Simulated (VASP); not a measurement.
# BeZn2S2O (P6/mmm) in VASP: a series of runs

Runs on BeZn2S2O. Level: PBE. Tasks: single point.

Program: VASP 6.6.1. These are calculated values, not measurements. Logs are shortened: lines on timing, memory, paths and dates and some standing lists are left out, and cuts for length are marked.

**1. The cell of the first run**

The structure is hexagonal, space group P6/mmm (No. 191). The conventional cell has a = 4.465 Å, b = 4.465 Å, c = 4.669 Å, α = 90.00°, β = 90.00°, γ = 120.00°. Be (site symmetry 6/mmm) has 2 O at 2.33 Å and 6 S at 2.58 Å within 3.1 Å. Zn (site symmetry -6m2) has 2 S at 2.33 Å and 3 O at 2.58 Å and 3 Zn at 2.58 Å within 3.1 Å. S (site symmetry -6m2) has 2 Zn at 2.33 Å and 3 Be at 2.58 Å and 3 S at 2.58 Å within 3.1 Å. Within 3.1 Å of O (site symmetry 6/mmm) lie 2 Be at 2.33 Å and 6 Zn at 2.58 Å.

The cell was built from a structure type or drawn by symmetry, and may not be a known phase.

**2. Single point, PBE, collinear spin, ferromagnetic start**

The input, INCAR:

```
ALGO = Normal ; EDIFF = 1E-6
ENCUT = 520 ; GGA = PE
ISIF = 2 ; ISMEAR = 0
ISPIN = 2 ; LASPH = T
LCHARG = T ; LELF = T
LORBIT = 11 ; LREAL = F
LVHAR = T ; LWAVE = F
MAGMOM = 0 0 0 0 0 1 ; NBANDS = 35
NELM = 150 ; PREC = Accurate
SIGMA = 0.1
```

The input, KPOINTS:

```
k-points
0
Gamma
  6 6 4
```

The input, POSCAR:

```
BeZn2S2O
1.0
    4.4646264509      0.0000000000      0.0000000000
   -2.2323132254      3.8664799249      0.0000000000
    0.0000000000      0.0000000000      4.6687990230
Be Zn S O
1 2 2 1
Direct
    0.0000000000      0.0000000000      0.5000000000
    0.3333333333      0.6666666667      0.0000000000
    0.6666666667      0.3333333333      0.0000000000
    0.3333333333      0.6666666667      0.5000000000
    0.6666666667      0.3333333333      0.5000000000
    0.0000000000      0.0000000000      0.0000000000
```

Potentials or basis: VASP PAW PBE potentials, release 64 (Be, Zn, S, O).

Launch:

```console
> cat potpaw_PBE.64/Be/POTCAR potpaw_PBE.64/Zn/POTCAR potpaw_PBE.64/S/POTCAR potpaw_PBE.64/O/POTCAR > POTCAR
> mpirun -np 1 vasp_std > vasp.out
```

OUTCAR:

```text
EDIFF = 1E-6
   ENCUT = 520
   GGA = PE
   ISIF = 2
   ISMEAR = 0
   ISPIN = 2
   LASPH = T
   LORBIT = 11
   LREAL = F
   NELM = 150
   PREC = Accurate

 ion  position               nearest neighbor table
   1  0.000  0.000  0.500-   4 2.58   5 2.58   4 2.58   5 2.58   5 2.58   4 2.58
   2  0.333  0.667  0.000-   4 2.33   4 2.33   3 2.58   3 2.58   3 2.58
   3  0.667  0.333  0.000-   5 2.33   5 2.33   2 2.58   2 2.58   2 2.58
   4  0.333  0.667  0.500-   2 2.33   2 2.33   1 2.58   5 2.58   5 2.58   1 2.58   1 2.58   5 2.58

   5  0.667  0.333  0.500-   3 2.33   3 2.33   1 2.58   4 2.58   4 2.58   1 2.58   1 2.58   4 2.58

   6  0.000  0.000  0.000-

  LATTYP: Found a hexagonal cell.
 ALAT       =     4.4646264509
 C/A-ratio  =     1.0457311657

  Lattice vectors:

 A1 = (   4.4646264509,   0.0000000000,   0.0000000000)
 A2 = (  -2.2323132254,   3.8664799249,   0.0000000000)
 A3 = (   0.0000000000,   0.0000000000,   4.6687990230)

Analysis of symmetry for initial positions (statically):
=====================================================================
 Subroutine PRICEL returns:
 Original cell was already a primitive cell.

 Routine SETGRP: Setting up the symmetry group for a
 hexagonal supercell.

 Subroutine GETGRP returns: Found 24 space group operations
 (whereof 24 operations were pure point group operations)
 out of a pool of 24 trial point group operations.

The static configuration has the point symmetry D_6h.

Analysis of symmetry for dynamics (positions and initial velocities):
=====================================================================
 Subroutine PRICEL returns:
 Original cell was already a primitive cell.

 Routine SETGRP: Setting up the symmetry group for a
 hexagonal supercell.

 Subroutine GETGRP returns: Found 24 space group operations
 (whereof 24 operations were pure point group operations)
 out of a pool of 24 trial point group operations.

The dynamic configuration has the point symmetry D_6h.

Analysis of structural, dynamic, and magnetic symmetry:
=====================================================================
 Subroutine PRICEL returns:
 Original cell was already a primitive cell.

 Routine SETGRP: Setting up the symmetry group for a
 hexagonal supercell.

 Subroutine GETGRP returns: Found 24 space group operations
 (whereof 24 operations were pure point group operations)
 out of a pool of 24 trial point group operations.

The overall configuration has the point symmetry D_6h.

 Subroutine INISYM returns: Found 24 space group operations
 (whereof 24 operations are pure point group operations),
 and found     1 'primitive' translations

----------------------------------------------------------------------------------------

                                     Primitive cell

  volume of cell :      80.5946

  direct lattice vectors                    reciprocal lattice vectors
     4.464626451  0.000000000  0.000000000     0.223982905  0.129316590  0.000000000
    -2.232313225  3.866479925  0.000000000     0.000000000  0.258633180  0.000000000
     0.000000000  0.000000000  4.668799023     0.000000000  0.000000000  0.214187845

  length of vectors
     4.464626451  4.464626451  4.668799023     0.258633180  0.258633180  0.214187845

  position of ions in fractional coordinates (direct lattice)
     0.000000000  0.000000000  0.500000000
     0.333333333  0.666666667  0.000000000
     0.666666667  0.333333333  0.000000000
     0.333333333  0.666666667  0.500000000
     0.666666667  0.333333333  0.500000000
     0.000000000  0.000000000  0.000000000

  ion indices of the primitive-cell ions
   primitive index   ion index
                 1           1
                 2           2
                 3           3
                 4           4
                 5           5
                 6           6

----------------------------------------------------------------------------------------

 KPOINTS: k-points

Automatic generation of k-mesh.
 Grid dimensions read from file:
 generate k-points for:    6    6    4

 Generating k-lattice:

  Cartesian coordinates                     Fractional coordinates (reciprocal lattice)
     0.037330484  0.021552765  0.000000000     0.166666667  0.000000000  0.000000000
     0.000000000  0.043105530  0.000000000     0.000000000  0.166666667  0.000000000
     0.000000000  0.000000000  0.053546961     0.000000000  0.000000000  0.250000000

  Length of vectors
     0.043105530  0.043105530  0.053546961

  Shift w.r.t. Gamma in fractional coordinates (k-lattice)
     0.000000000  0.000000000  0.000000000

 Subroutine IBZKPT returns following result:
 ===========================================

 Found     21 irreducible k-points:

 Following reciprocal coordinates:
            Coordinates               Weight
  0.000000  0.000000  0.000000      1.000000
  0.166667 -0.000000  0.000000      6.000000
  0.333333  0.000000  0.000000      6.000000
  0.500000  0.000000  0.000000      3.000000
  0.166667  0.166667  0.000000      6.000000
  0.333333  0.166667  0.000000     12.000000
[... 13 lines left out ...]
  0.333333  0.166667  0.500000     12.000000
  0.333333  0.333333  0.500000      2.000000
   k-points           NKPTS =     21   k-points in BZ     NKDIM =     21   number of bands    NBANDS=     35
   number of dos      NEDOS =    301   number of ions     NIONS =      6
   total plane-waves  NPLWV =  46656
   dimension x,y,z NGX =    36 NGY =   36 NGZ =   36
   dimension x,y,z NGXF=    72 NGYF=   72 NGZF=   72
   ions per type =               1   2   2   1
   NGX,Y,Z   is equivalent  to a cutoff of  13.41, 13.41, 12.82 a.u.
   NGXF,Y,Z  is equivalent  to a cutoff of  26.81, 26.81, 25.64 a.u.
 SYSTEM =  unknown system
   PREC   = accura    normal or accurate (medium, high low for compatibility)
   ISTART =      0    job   : 0-new  1-cont  2-samecut
   ICHARG =      2    charge: 1-file 2-atom 10-const
   ISPIN  =      2    spin polarized calculation?
   LNONCOLLINEAR =      F non collinear calculations
   LSORBIT =      F    spin-orbit coupling
   LASPH  =      T    aspherical Exc in radial PAW
   ENCUT  =  520.0 eV  38.22 Ry    6.18 a.u.   8.30  8.30  8.68*2*pi/ulx,y,z
   NELM   =    150;   NELMIN=  2; NELMDL= -5     # of ELM steps
   EDIFF  = 0.1E-05   stopping-criterion for ELM
   LREAL  =      F    real-space projection
[... 7 lines left out ...]
   TEBEG  =    0.0;   TEEND  =   0.0 temperature during run
   PSTRESS=    0.0 pullay stress
   NELECT =      44.0000    total number of electrons
   NUPDOWN=      -1.0000    fix difference up-down
   EMIN   =  10.00;   EMAX   =-10.00  energy-range for DOS
   EFERMI =   0.00;   METHOD = LEGACY
   ISMEAR =     0;   SIGMA  =   0.10  broadening in eV -4-tet -1-fermi 0-gaus
   EFERMI_NEDOS =   21; number of points for ismear=-14 and -15
   IALGO  =     38    algorithm
   IMIX   =      4    mixing-type and parameters
     AMIX     =   0.40;   BMIX     =  1.00
     AMIX_MAG =   1.60;   BMIX_MAG =  1.00
  volume/ion in A,a.u.               =      13.43        90.65
  Fermi-wavevector in a.u.,A,eV,Ry     =   1.338003  2.528459 24.357852  1.790252
  Thomas-Fermi vector in A             =   2.466507
   LORBIT       =     11    0 simple, 1 ext, 2 COOP (PROOUT), +10 PAW based schemes
   GGA     = PE    functional components
   LHFCALC =     F    Hartree Fock is set to
   AEXX    =    0.0000 exact exchange contribution
   IVDW    =     0    specifies the selected vdW correction
   LEPSILON=     F    determine dielectric tensor
   LRPA    =     F    only Hartree local field effects (RPA)
 spin polarized calculation
 Gauss-broadening in eV      SIGMA  =   0.10
  energy-cutoff  :      520.00
  volume of cell :       80.59
 maximum number of plane-waves:      2192
 NGX is ok and might be reduce to    36
   NGX = 17   NGY = 17   NGZ = 17

 number of electron      43.9999969 magnetization       0.0002149

 number of electron      43.9999969 magnetization      -0.0000226

 Free energy of the ion-electron system (eV)
  ---------------------------------------------------
  ext. energy  EPLUGINS =         0.00000000
  ---------------------------------------------------
  free energy    TOTEN  =       -19.09492666 eV

  energy without entropy =      -19.09003542  energy(sigma->0) =      -19.09248104

 E-fermi :   5.2178     XC(G=0): -11.0130

 val. band max:        5.1881981183   @ k =   0.3333   0.0000   0.2500
 cond. band min:       5.3165972300   @ k =   0.3333   0.3333   0.5000
 fundamental gap:      0.1283991116
 Fermi energy:         5.2178345317

 spin component 1

 k-point     1 :       0.0000    0.0000    0.0000
  band No.  band energies     occupation
      1     -12.3739      1.00000
      2     -10.3729      1.00000
      3      -6.2485      1.00000
      4      -2.4256      1.00000
      5      -2.4256      1.00000
      6      -2.4153      1.00000
[... 766 lines left out ...]
     33      12.7656      0.00000
     34      15.8262      0.00000
 Fermi energy:         5.2178345317

 spin component 2

 k-point     1 :       0.0000    0.0000    0.0000
  band No.  band energies     occupation
      1     -12.3739      1.00000
      2     -10.3729      1.00000
      3      -6.2485      1.00000
      4      -2.4256      1.00000
      5      -2.4256      1.00000
      6      -2.4153      1.00000
[... 766 lines left out ...]
     33      12.7656      0.00000
     34      15.8262      0.00000
 [bands above 34 left out]

------------------------ aborting loop because EDIFF is reached ----------------------------------------

  FORCE on cell =-STRESS in cart. coord.  units (eV):
  Direction    XX          YY          ZZ          XY          YZ          ZX
  --------------------------------------------------------------------------------------
  -------------------------------------------------------------------------------------
  Total        0.0324546      0.0324546      0.3451063      0.0000000      0.0000000     -0.0000000
  in kB        0.6451802      0.6451802      6.8605265      0.0000000      0.0000000     -0.0000000
  external PRESSURE =       2.7169623 kB  Pullay stress =       0.0000000 kB

 VOLUME and BASIS-vectors are now :
 -----------------------------------------------------------------------------
  energy-cutoff  :      520.00
  volume of cell :       80.59
      direct lattice vectors                 reciprocal lattice vectors
     4.464626451  0.000000000  0.000000000     0.223982905  0.129316590  0.000000000
    -2.232313225  3.866479925  0.000000000     0.000000000  0.258633180  0.000000000
     0.000000000  0.000000000  4.668799023     0.000000000  0.000000000  0.214187845

 POSITION                                       TOTAL-FORCE (eV/Angst)
 -----------------------------------------------------------------------------------
      0.00000      0.00000      2.33440        -0.000000      0.000000      0.000000
     -0.00000      2.57765      0.00000         0.000000      0.000000      0.000000
      2.23231      1.28883      0.00000        -0.000000     -0.000000     -0.000000
     -0.00000      2.57765      2.33440         0.000000      0.000000      0.000000
      2.23231      1.28883      2.33440        -0.000000     -0.000000      0.000000
      0.00000      0.00000      0.00000        -0.000000      0.000000      0.000000
 -----------------------------------------------------------------------------------
    total drift:                                0.000000      0.000000      0.000000

  FREE ENERGIE OF THE ION-ELECTRON SYSTEM (eV)
  ---------------------------------------------------
  free  energy   TOTEN  =       -19.0949266560 eV

  energy  without entropy=      -19.0900354244  energy(sigma->0) =      -19.09248104

 total charge

# of ion       s       p       d       tot
------------------------------------------
    1        0.275   0.335   0.000   0.611
    2        0.602   0.369   9.776  10.747
    3        0.602   0.369   9.776  10.747
    4        1.384   2.270   0.000   3.654
    5        1.384   2.270   0.000   3.654
    6        1.591   3.215   0.000   4.807
--------------------------------------------------
tot          5.839   8.828  19.552  34.218

 magnetization (x)

# of ion       s       p       d       tot
------------------------------------------
    1        0.000   0.000   0.000   0.000
    2       -0.000  -0.000   0.000  -0.000
    3       -0.000  -0.000   0.000  -0.000
    4       -0.000   0.000   0.000  -0.000
    5       -0.000   0.000   0.000  -0.000
    6       -0.000   0.000   0.000   0.000
--------------------------------------------------
tot         -0.000   0.000   0.000   0.000
```

It took 1.9 min on 1 thread of Intel Xeon Platinum 8488C (Sapphire Rapids), shared host; peak memory 0.28 GiB.

What came out:

```
Free energy                                           : -19.0949 eV
Pressure                                              : 0.3 GPa
Band gap on the k mesh                                : zero (filled and empty bands overlap)
Net moment                                            : 0.00 μB per cell
Valence electrons inside the program's atomic spheres : Be 0.61; Zn 10.75; S 3.65; O 4.81
```

[end of part 1 of 2]
